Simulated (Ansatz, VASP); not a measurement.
## Two plane-wave programs on Cu

The input POSCAR:

```
Cu
1.0
    0.0000000000      1.6030486175      1.6030486175
    1.6030486175      0.0000000000      1.6030486175
    1.6030486175      1.6030486175      0.0000000000
Cu
1
Direct
    0.0000000000      0.0000000000      0.0000000000
```

The input INCAR.step1:

```
SYSTEM = Cu
PREC     = Accurate       ! precision mode
ENCUT    = 520            ! plane-wave cutoff, eV
ISMEAR   = -1             ! smearing method
SIGMA    = 0.1            ! smearing width, eV
LREAL    = .FALSE.        ! projectors in reciprocal space
LASPH    = .TRUE.         ! aspherical terms in the spheres
NELM     = 80             ! most SCF steps
NBANDS   = 12             ! bands
GGA      = PE             ! functional
ALGO     = Normal         ! electronic algorithm
EDIFF    = 1E-4           ! SCF threshold, eV
LWAVE    = .TRUE.         ! write WAVECAR
LCHARG   = .FALSE.        ! write CHGCAR
```

File INCAR.step2:

```
SYSTEM = Cu
PREC     = Accurate       ! precision mode
ENCUT    = 520            ! plane-wave cutoff, eV
EDIFF    = 1E-6           ! SCF threshold, eV
ISMEAR   = -1             ! smearing method
SIGMA    = 0.1            ! smearing width, eV
LREAL    = .FALSE.        ! projectors in reciprocal space
LASPH    = .TRUE.         ! aspherical terms in the spheres
NELM     = 80             ! most SCF steps
ALGO     = Normal         ! electronic algorithm
ISIF     = 2              ! what is computed and relaxed
LWAVE    = .FALSE.        ! write WAVECAR
LCHARG   = .FALSE.        ! write CHGCAR
METAGGA  = R2SCAN         ! meta-GGA
LMIXTAU  = .TRUE.       
NBANDS   = 12             ! bands
ISTART   = 1
```

KPOINTS

```
regular mesh
0
G
  20 20 20
  0 0 0
```

Input for Ansatz:

```yaml
crystal:
  lattice:
    - [0.0, 1.6030486175, 1.6030486175]
    - [1.6030486175, 0.0, 1.6030486175]
    - [1.6030486175, 1.6030486175, 0.0]
  atoms:
    - { symbol: Cu, position: [0.0, 0.0, 0.0] }
kpoints:
  mp_grid: { grid: [20, 20, 20] }
scf:
  occupations: { method: fermi_dirac, width: 0.1 }
hamiltonian:
  xc: r2scan
  pseudopotentials: { kind: paw }
output:
  forces: true
  stress: true
  eigenvalues: true
  populations: true
```

Change from the starting cell: volume scaled by 0.72, PAW files.

Alike in both runs: task single point; functional r2SCAN; k mesh 20 × 20 × 20; occupations fermi-dirac, width 0.1 eV; no spin polarisation.

|  | VASP | Ansatz |
| --- | --- | --- |
| version | VASP 6.6.1 | Ansatz 0.2.0 |
| potentials or method | VASP PAW PBE potentials, release 64 (Cu) | PAW with Ansatz's default frozen-core files, scalar-relativistic |
| plane-wave cutoff (eV) | 520 | 500 |
| valence electrons in the cell | 11 | 19 |

Ansatz gave:

```
pressure (GPa) : 120.3
```

Question: Which values does VASP return?

Answer: Pressure (GPa): 122.2.

VASP's potentials were made for PBE, not for r2SCAN. Both programs put the cell under a high pressure, so it lies far from rest at this level. With one functional, cell and mesh, what is left measures potentials, basis and numerics. VASP's potentials hold 11 valence electrons a cell and Ansatz's 19, so a difference there can come from the potentials and not from the codes.

Noted on VASP's run: the cell as given lies far from equilibrium.
